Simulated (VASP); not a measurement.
# Mo in VASP: single point with PBE

Aim: the single point of Mo with PBE.

Everything below comes from runs of VASP 6.6.1. Logs are shortened: lines on timing, memory, paths and dates and some standing lists are left out, and cuts for length are marked.

## Step 1: The cell of the first run

The cell holds a slab with vacuum, 11 atoms: a = 2.737 Å, b = 4.470 Å, c = 27.902 Å, α = 90.00°, β = 90.00°, γ = 90.00°.

## Step 2: Single point, PBE

File INCAR:

```
ALGO = Normal ; DIPOL = 0.5 0.5 0.500
EDIFF = 1E-7 ; ENCUT = 520
GGA = PE ; IDIPOL = 3
ISIF = 2 ; ISMEAR = 0
LASPH = True ; LCHARG = False
LDIPOL = True ; LREAL = False
LWAVE = False ; NBANDS = 88
NELM = 100 ; PREC = Accurate
SIGMA = 0.1
```

File KPOINTS:

```
k-points
0
Gamma
  13 8 1
```

File POSCAR:

```
Mo
1.0
    2.7370225068      0.0000000000      0.0000000000
    0.0000000000      4.4695390375      0.0000000000
    0.0000000000      0.0000000000     27.9024478323
Mo
11
Direct
    0.3333333333      0.5000000000      0.2687936214
    0.6666666667      0.0000000000      0.3150348972
    0.0000000000      0.5000000000      0.3612761729
    0.3333333333      0.0000000000      0.4075174486
    0.6666666667      0.5000000000      0.4537587243
    0.0000000000      0.0000000000      0.5000000000
    0.3333333333      0.5000000000      0.5462412757
    0.6666666667      0.0000000000      0.5924825514
    0.0000000000      0.5000000000      0.6387238271
    0.3333333333      0.0000000000      0.6849651028
    0.6666666667      0.5000000000      0.7312063786
```

Potentials or basis: VASP PAW PBE potentials, release 64 (Mo_sv).

Run with:

```bash
$ cat potpaw_PBE.64/Mo_sv/POTCAR > POTCAR
$ mpirun -np 1 vasp_std > vasp.out
```

OUTCAR:

```text
EDIFF = 1E-7
   ENCUT = 520
   GGA = PE
   ISIF = 2
   ISMEAR = 0
   LASPH = True
   LREAL = False
   NELM = 100
   PREC = Accurate

 ion  position               nearest neighbor table
   1  0.333  0.500  0.269-   2 2.74   2 2.74   3 2.74   2 3.16   2 3.16   3 3.16
   2  0.667  0.000  0.315-   4 2.74   3 2.74   3 2.74   1 2.74   1 2.74   4 3.16   3 3.16   3 3.16
                             1 3.16   1 3.16
   3  0.000  0.500  0.361-   5 2.74   4 2.74   2 2.74   2 2.74   4 2.74   1 2.74   5 3.16   2 3.16
                             2 3.16   4 3.16   4 3.16   1 3.16
   4  0.333  0.000  0.408-   6 2.74   2 2.74   3 2.74   3 2.74   5 2.74   5 2.74   2 3.16   6 3.16
                             5 3.16   5 3.16   3 3.16   3 3.16
   5  0.667  0.500  0.454-   3 2.74   7 2.74   6 2.74   6 2.74   4 2.74   4 2.74   7 3.16   3 3.16
                             4 3.16   4 3.16   6 3.16   6 3.16
   6  0.000  0.000  0.500-   4 2.74   8 2.74   7 2.74   5 2.74   5 2.74   7 2.74   8 3.16   4 3.16
                             5 3.16   5 3.16   7 3.16   7 3.16
   7  0.333  0.500  0.546-   9 2.74   5 2.74   6 2.74   6 2.74   8 2.74   8 2.74   5 3.16   9 3.16
                             8 3.16   8 3.16   6 3.16   6 3.16
   8  0.667  0.000  0.592-   6 2.74  10 2.74   9 2.74   9 2.74   7 2.74   7 2.74  10 3.16   6 3.16
                             7 3.16   7 3.16   9 3.16   9 3.16
   9  0.000  0.500  0.639-   7 2.74   8 2.74  10 2.74   8 2.74  10 2.74  11 2.74   7 3.16   8 3.16
                             8 3.16  10 3.16  10 3.16  11 3.16
  10  0.333  0.000  0.685-   8 2.74   9 2.74   9 2.74  11 2.74  11 2.74   8 3.16   9 3.16   9 3.16
                            11 3.16  11 3.16
  11  0.667  0.500  0.731-  10 2.74  10 2.74   9 2.74  10 3.16  10 3.16   9 3.16

  LATTYP: Found a simple orthorhombic cell.
 ALAT       =     2.7370225068
 B/A-ratio  =     1.6329931619
 C/A-ratio  =    10.1944531925

  Lattice vectors:

 A1 = (   2.7370225068,   0.0000000000,   0.0000000000)
 A2 = (   0.0000000000,   4.4695390375,   0.0000000000)
 A3 = (   0.0000000000,   0.0000000000,  27.9024478323)

Analysis of symmetry for initial positions (statically):
=====================================================================
 Subroutine PRICEL returns:
 Original cell was already a primitive cell.

 Routine SETGRP: Setting up the symmetry group for a
 simple orthorhombic supercell.

 Subroutine GETGRP returns: Found  4 space group operations
 (whereof  4 operations were pure point group operations)
 out of a pool of  8 trial point group operations.

The static configuration has the point symmetry C_2h.

Analysis of symmetry for dynamics (positions and initial velocities):
=====================================================================
 Subroutine PRICEL returns:
 Original cell was already a primitive cell.

 Routine SETGRP: Setting up the symmetry group for a
 simple orthorhombic supercell.

 Subroutine GETGRP returns: Found  4 space group operations
 (whereof  4 operations were pure point group operations)
 out of a pool of  8 trial point group operations.

The dynamic configuration has the point symmetry C_2h.

 Subroutine INISYM returns: Found  4 space group operations
 (whereof  4 operations are pure point group operations),
 and found     1 'primitive' translations

----------------------------------------------------------------------------------------

                                     Primitive cell

  volume of cell :     341.3370

  direct lattice vectors                    reciprocal lattice vectors
     2.737022507  0.000000000  0.000000000     0.365360532  0.000000000  0.000000000
     0.000000000  4.469539037  0.000000000     0.000000000  0.223736719  0.000000000
     0.000000000  0.000000000 27.902447832     0.000000000  0.000000000  0.035839150

  length of vectors
     2.737022507  4.469539037 27.902447832     0.365360532  0.223736719  0.035839150

  position of ions in fractional coordinates (direct lattice)
     0.333333333  0.500000000  0.268793621
     0.666666667  0.000000000  0.315034897
     0.000000000  0.500000000  0.361276173
     0.333333333  0.000000000  0.407517449
     0.666666667  0.500000000  0.453758724
     0.000000000  0.000000000  0.500000000
     0.333333333  0.500000000  0.546241276
     0.666666667  0.000000000  0.592482551
     0.000000000  0.500000000  0.638723827
     0.333333333  0.000000000  0.684965103
     0.666666667  0.500000000  0.731206379

  ion indices of the primitive-cell ions
   primitive index   ion index
                 1           1
                 2           2
                 3           3
                 4           4
[... 30 lines left out ...]
 ===========================================

 Found     35 irreducible k-points:

 Following reciprocal coordinates:
            Coordinates               Weight
  0.000000  0.000000  0.000000      1.000000
  0.076923  0.000000  0.000000      2.000000
  0.153846  0.000000  0.000000      2.000000
  0.230769  0.000000  0.000000      2.000000
  0.307692  0.000000  0.000000      2.000000
  0.384615  0.000000  0.000000      2.000000
[... 16 lines left out ...]
  0.076923  0.375000  0.000000      4.000000
  0.153846  0.375000  0.000000      4.000000
 [... further k-points ...]
   k-points           NKPTS =     35   k-points in BZ     NKDIM =     35   number of bands    NBANDS=     88
   number of dos      NEDOS =    301   number of ions     NIONS =     11
   total plane-waves  NPLWV = 151200
   dimension x,y,z NGX =    20 NGY =   36 NGZ =  210
   dimension x,y,z NGXF=    40 NGYF=   72 NGZF=  420
   ions per type =              11
   NGX,Y,Z   is equivalent  to a cutoff of  12.15, 13.39, 12.51 a.u.
   NGXF,Y,Z  is equivalent  to a cutoff of  24.30, 26.78, 25.02 a.u.
 SYSTEM =  unknown system
   PREC   = accura    normal or accurate (medium, high low for compatibility)
   ISTART =      0    job   : 0-new  1-cont  2-samecut
   ICHARG =      2    charge: 1-file 2-atom 10-const
   ISPIN  =      1    spin polarized calculation?
   LNONCOLLINEAR =      F non collinear calculations
   LSORBIT =      F    spin-orbit coupling
   LASPH  =      T    aspherical Exc in radial PAW
   ENCUT  =  520.0 eV  38.22 Ry    6.18 a.u.   5.09  8.31 51.88*2*pi/ulx,y,z
   NELM   =    100;   NELMIN=  2; NELMDL= -5     # of ELM steps
   EDIFF  = 0.1E-06   stopping-criterion for ELM
   LREAL  =      F    real-space projection
   EDIFFG = 0.1E-05   stopping-criterion for IOM
   NSW    =      0    number of steps for IOM
   IBRION =     -1    ionic relax: 0-MD 1-quasi-New 2-CG
   NFREE  =      0    steps in history (QN), initial steepest desc. (CG)
   ISIF   =      2    stress and relaxation
   ISYM   =      2    0-nonsym 1-usesym 2-fastsym
   POTIM  = 0.5000    time-step for ionic-motion
   TEBEG  =    0.0;   TEEND  =   0.0 temperature during run
   PSTRESS=    0.0 pullay stress
   NELECT =     154.0000    total number of electrons
   NUPDOWN=      -1.0000    fix difference up-down
   EMIN   =  10.00;   EMAX   =-10.00  energy-range for DOS
   EFERMI =   0.00;   METHOD = LEGACY
   ISMEAR =     0;   SIGMA  =   0.10  broadening in eV -4-tet -1-fermi 0-gaus
   EFERMI_NEDOS =   21; number of points for ismear=-14 and -15
   IALGO  =     38    algorithm
   IMIX   =      4    mixing-type and parameters
     AMIX     =   0.40;   BMIX     =  1.00
     AMIX_MAG =   1.60;   BMIX_MAG =  1.00
  volume/ion in A,a.u.               =      31.03       209.41
  Fermi-wavevector in a.u.,A,eV,Ry     =   1.255608  2.372754 21.450271  1.576550
  Thomas-Fermi vector in A             =   2.389356
   LORBIT       =      0    0 simple, 1 ext, 2 COOP (PROOUT), +10 PAW based schemes
   GGA     = PE    functional components
   LHFCALC =     F    Hartree Fock is set to
   AEXX    =    0.0000 exact exchange contribution
   IVDW    =     0    specifies the selected vdW correction
   LEPSILON=     F    determine dielectric tensor
   LRPA    =     F    only Hartree local field effects (RPA)
 non-spin polarized calculation
 Gauss-broadening in eV      SIGMA  =   0.10
  energy-cutoff  :      520.00
  volume of cell :      341.34
 maximum number of plane-waves:      9254
   NGX = 11   NGY = 17   NGZ =103

 number of electron     154.0000011 magnetization

 dipolmoment           0.000000      0.000000     -0.000000 electrons x Angstroem

 Free energy of the ion-electron system (eV)
  ---------------------------------------------------
  ext. energy  EPLUGINS =         0.00000000
  ---------------------------------------------------
  free energy    TOTEN  =      -115.46514794 eV

  energy without entropy =     -115.42475539  energy(sigma->0) =     -115.44495167

 E-fermi :   4.4036     XC(G=0):  -7.6373

 val. band max:        4.4020024567   @ k =   0.1538   0.3750   0.0000
 cond. band min:       4.4039568667   @ k =   0.0000   0.3750   0.0000
 fundamental gap:      0.0019544100
 Fermi energy:         4.4036165574

 k-point     1 :       0.0000    0.0000    0.0000
  band No.  band energies     occupation
      1     -56.9052      2.00000
      2     -56.8791      2.00000
      3     -56.8050      2.00000
      4     -56.7184      2.00000
      5     -56.6569      2.00000
      6     -56.6415      2.00000
[... 2173 lines left out ...]
     87       5.3580      0.00000
     88       5.5242      0.00000

 [... further k-points ...]

------------------------ aborting loop because EDIFF is reached ----------------------------------------

 vacuum level on the upper side and lower side of the slab       (xc-potential included)        -0.131        -0.131

  FORCE on cell =-STRESS in cart. coord.  units (eV):
  Direction    XX          YY          ZZ          XY          YZ          ZX
  --------------------------------------------------------------------------------------
  -------------------------------------------------------------------------------------
  Total       -8.3290248     -7.2872217     -6.2861331      0.0000000      0.0000000      0.5362057
  in kB      -39.0950100    -34.2049653    -29.5060279      0.0000000      0.0000000      2.5168574
  external PRESSURE =     -34.2686677 kB  Pullay stress =       0.0000000 kB

 VOLUME and BASIS-vectors are now :
 -----------------------------------------------------------------------------
  energy-cutoff  :      520.00
  volume of cell :      341.34
      direct lattice vectors                 reciprocal lattice vectors
     2.737022507  0.000000000  0.000000000     0.365360532  0.000000000  0.000000000
     0.000000000  4.469539037  0.000000000     0.000000000  0.223736719  0.000000000
     0.000000000  0.000000000 27.902447832     0.000000000  0.000000000  0.035839150

 POSITION                                       TOTAL-FORCE (eV/Angst)
 -----------------------------------------------------------------------------------
      0.91234      2.23477      7.50000        -0.067416     -0.000000      1.674534
      1.82468      0.00000      8.79024        -0.204010     -0.000000     -0.867728
      0.00000      2.23477     10.08049         0.327588     -0.000000     -0.719759
      0.91234      0.00000     11.37073        -0.020214      0.000000     -0.236686
      1.82468      2.23477     12.66098         0.004188     -0.000000      0.144611
      0.00000      0.00000     13.95122        -0.000000     -0.000000      0.000000
      0.91234      2.23477     15.24147        -0.004188      0.000000     -0.144611
      1.82468      0.00000     16.53171         0.020214     -0.000000      0.236686
      0.00000      2.23477     17.82196        -0.327588     -0.000000      0.719759
      0.91234      0.00000     19.11220         0.204010     -0.000000      0.867728
      1.82468      2.23477     20.40245         0.067416     -0.000000     -1.674534
 -----------------------------------------------------------------------------------
    total drift:                                0.000000      0.000000      0.000000

  FREE ENERGIE OF THE ION-ELECTRON SYSTEM (eV)
  ---------------------------------------------------
  free  energy   TOTEN  =      -115.4651479399 eV

  energy  without entropy=     -115.4247553934  energy(sigma->0) =     -115.44495167

 vacuum level on the upper side and lower side of the slab         8.326         8.326
```

It took 29 min on 1 thread of Intel Xeon 6975P-C (Granite Rapids), shared host; peak memory 0.8 GiB.

What came out:

```yaml
Free_energy: -115.4651 eV
Largest_force: 1.676 eV/Å
Band_gap_on_the_k_mesh: zero (bands 77 and 78 overlap by 1.49 eV)
```

Forces in eV/Å, atoms in the order of the input:
```
Mo  -0.067  0.000  1.675
Mo  -0.204  0.000 -0.868
Mo   0.328  0.000 -0.720
Mo  -0.020  0.000 -0.237
Mo   0.004  0.000  0.145
Mo   0.000  0.000  0.000
Mo  -0.004  0.000 -0.145
Mo   0.020  0.000  0.237
Mo  -0.328  0.000  0.720
Mo   0.204  0.000  0.868
Mo   0.067  0.000 -1.675
```

Levels at points of the mesh, in eV from the Fermi level:
```
           k point  band 74  band 75  band 76  band 77  band 78  band 79  band 80  band 81  band 82  band 83
(0.00, 0.00, 0.00)    -1.35    -1.15    -0.86    -0.63    -0.15     0.16     0.28     0.84     0.86     1.13
(0.00, 0.50, 0.00)    -0.68     0.08     0.22     0.55     0.88     0.91     0.92     0.92     1.16     1.17
```
